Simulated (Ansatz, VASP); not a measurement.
**SnO: VASP beside Ansatz**

POSCAR

```
SnO
1.0
    3.1034067827      0.0000000000      0.0000000000
    0.0000000000      3.1034067827      0.0000000000
    0.0000000000      0.0000000000      3.1034067827
Sn O
1 1
Direct
    0.0000000000      0.0000000000      0.0000000000
    0.5000000000      0.5000000000      0.5000000000
```

Contents of INCAR.step1:

```
SYSTEM = SnO
PREC = Accurate ; ENCUT = 520
EDIFF = 1E-5 ; ISMEAR = -1
SIGMA = 0.02 ; LREAL = .False.
LASPH = .True. ; NELM = 100
ALGO = Normal ; ISIF = 2
LWAVE = .True. ; NBANDS = 17
GGA = PE
```

File INCAR.step2:

```
SYSTEM = SnO
PREC = Accurate ; ENCUT = 520
EDIFF = 1E-6 ; ISMEAR = -1
SIGMA = 0.02 ; LREAL = .False.
LASPH = .True. ; NELM = 100
ALGO = Normal ; ISIF = 2
LWAVE = .False. ; LCHARG = .True.
GGA = PE ; LHFCALC = .True.
HFSCREEN = 0.2079 ; PRECFOCK = Normal
LELF = .True. ; LVHAR = .True.
NBANDS = 17 ; ISTART = 1
```

Contents of KPOINTS:

```
Automatic mesh
0
Gamma
  6 6 6
  0 0 0
```

Input for Ansatz:

```yaml
crystal:
  lattice:
    - [3.1034067827, 0.0, 0.0]
    - [0.0, 3.1034067827, 0.0]
    - [0.0, 0.0, 3.1034067827]
  atoms:
    - { symbol: Sn, position: [0.0, 0.0, 0.0] }
    - { symbol: O, position: [0.5, 0.5, 0.5] }
kpoints:
  mp_grid: { grid: [6, 6, 6] }
  band_path:
    path:
      - [0.0, 0.0, 0.0]
      - [0.0, 0.5, 0.0]
      - [0.5, 0.5, 0.0]
      - [0.5, 0.5, 0.5]
      - [0.0, 0.125, -0.5]
    npoints: 1
hamiltonian:
  xc: hse06
scf:
  occupations: { method: fermi_dirac, width: 0.02 }
  n_extra_bands: 4
output:
  forces: true
  stress: true
  eigenvalues: true
```

Alike in both runs: task single point; functional HSE06; k mesh 6 × 6 × 6; occupations fermi-dirac, width 0.02 eV; no spin polarisation.

|  | VASP | Ansatz |
| --- | --- | --- |
| version | VASP 6.6.1 | Ansatz 0.2.0 |
| potentials or method | VASP PAW PBE potentials, release 64 (Sn_d, O) | plane waves, PAW |
| plane-wave cutoff (eV) | 520 | 420 |
| valence electrons in the cell | 20 | 20 |

VASP gave:

| Item | Value |
| --- | --- |
| pressure (GPa) | -0.7 |

Task: Which values does Ansatz return?

Result: Pressure (GPa): -0.8.

The functional is the same, so the differences come from potentials, cutoffs and numerics. Ansatz's warnings: stress exchange threshold loose, stress scf threshold loose.
